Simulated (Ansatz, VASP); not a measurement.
Two plane-wave programs on Ca

```
Ca
1.0
    -2.09494    2.09494    2.14121
     2.09494   -2.09494    2.14121
     2.09494    2.09494   -2.14121
Ca
1
Cartesian
  0.0000 0.0000 2.1412
```

Change from the starting cell: strain -0.050 along x and y, -0.025 along z, atoms carried along.

Alike in both runs: task single point; functional PBE; k mesh 16 × 16 × 16; occupations gaussian, width 0.15 eV; no spin polarisation.

|  | VASP | Ansatz |
| --- | --- | --- |
| version | VASP 6.6.1 | Ansatz 0.2.0 |
| potentials or method | VASP PAW PBE potentials, release 64 (Ca_sv), cutoff 520 eV | scalar-relativistic, plane waves, PAW |
| valence electrons in the cell | 10 | 10 |

|  | VASP | Ansatz | Ansatz less VASP |
| --- | --- | --- | --- |
| gap on the k mesh at the Fermi level (eV) | none | none | - |
| pressure (GPa) | 2.2 | 2.2 | -0.01 |

A gap of «none» marks a metal or a gap that the smearing closes. The functional is the same, so the differences come from potentials, cutoffs and numerics.
